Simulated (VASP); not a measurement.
MoS2, 3 atoms in the cell. The structure is hexagonal, space group P-6m2 (No. 187). The conventional cell has a = 3.163 Å, b = 3.163 Å, c = 6.853 Å, α = 90.00°, β = 90.00°, γ = 120.00°. Mo (site symmetry -6m2) has 6 S at 2.44 Å and 6 Mo at 3.16 Å within 3.2 Å. Within 3.2 Å of S (site symmetry 3m) lie 3 Mo at 2.44 Å and 6 S at 3.16 Å.  This cell differs from its parent crystal: volume 19.788 Å^3 an atom, c/a of the conventional cell 2.1670.

- Program: VASP 6.6.1
- Task: single point
- Functional: PBE
- Dispersion: D3(BJ)
- Potentials or basis: VASP PAW PBE potentials, release 64 (Mo_sv, S)
- Cutoff: 500 eV
- k mesh: 12 × 12 × 6
- Occupations: gaussian, width 0.05 eV
- Spin: no spin polarisation
- Dipole correction: no
- Further INCAR settings: ALGO = Normal; EDIFF = 1e-06; NBANDS = 20

Potentials or basis: VASP PAW PBE potentials, release 64 (Mo_sv, S).

Run with:

```bash
$ cat potpaw_PBE.64/Mo_sv/POTCAR potpaw_PBE.64/S/POTCAR > POTCAR
$ mpirun -np 1 vasp_std > vasp.out
```

Hardware: 1 thread of Intel(R) Xeon(R) Platinum 8175M CPU @ 2.50GHz (Skylake/Cascade Lake) (shared host).

Q: Estimate the wall time of this run.

A: Run time: 84 s on 1 thread of Intel(R) Xeon(R) Platinum 8175M CPU @ 2.50GHz (Skylake/Cascade Lake) (shared host), peak memory 0.23 GiB. Counts: scf iterations 15, k points 76.
